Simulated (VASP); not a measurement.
Write the native input for VASP 6.6.1 that does the following.

```
Task                   : single point
Functional             : PBE
Potentials or basis    : VASP PAW PBE potentials, release 64 (Cd, Se, S)
Cutoff                 : 520 eV
k mesh                 : 4 × 4 × 4
Occupations            : gaussian, width 0.1 eV
Spin                   : no spin polarisation
Dipole correction      : no
Further INCAR settings : ALGO = Normal; EDIFF = 1e-06; NBANDS = 30
```

The structure of CdSeS4 lies in POSCAR:

```
CdSeS4
1.0
    0.0000000000      3.9316944374      3.9316944374
    3.9316944374      0.0000000000      3.9316944374
    3.9316944374      3.9316944374      0.0000000000
Cd Se S
1 1 4
Direct
    0.7500000000      0.7500000000      0.7500000000
    0.0000000000      0.0000000000      0.0000000000
    0.9290809264      0.3569730245      0.3569730245
    0.3569730245      0.3569730245      0.3569730245
    0.3569730245      0.9290809264      0.3569730245
    0.3569730245      0.3569730245      0.9290809264
```

The input as run:

INCAR

```
ALGO = Normal
EDIFF = 1E-6
ENCUT = 520
GGA = PE
ISIF = 2
ISMEAR = 0
LASPH = True
LCHARG = False
LREAL = False
LWAVE = False
NBANDS = 30
NELM = 100
PREC = Accurate
SIGMA = 0.1
```

KPOINTS

```
k-points
0
Gamma
  4 4 4
```

Potentials or basis: VASP PAW PBE potentials, release 64 (Cd, Se, S).

Run with:

```sh
$ cat potpaw_PBE.64/Cd/POTCAR potpaw_PBE.64/Se/POTCAR potpaw_PBE.64/S/POTCAR > POTCAR
$ mpirun -np 1 vasp_std > vasp.out
```

It gave:

| Quantity | Value |
| --- | --- |
| Pressure | 0.0 GPa |
| Largest force | 0.057 eV/Å |
| Band gap on the k mesh | zero (band 21 reaches 5.67 eV, above the bottom of band 22 at 4.59 eV) |

It took 23 s on 1 thread of AMD EPYC 9R45 96-Core Processor (Zen 5) (shared host), peak memory 0.22 GiB.
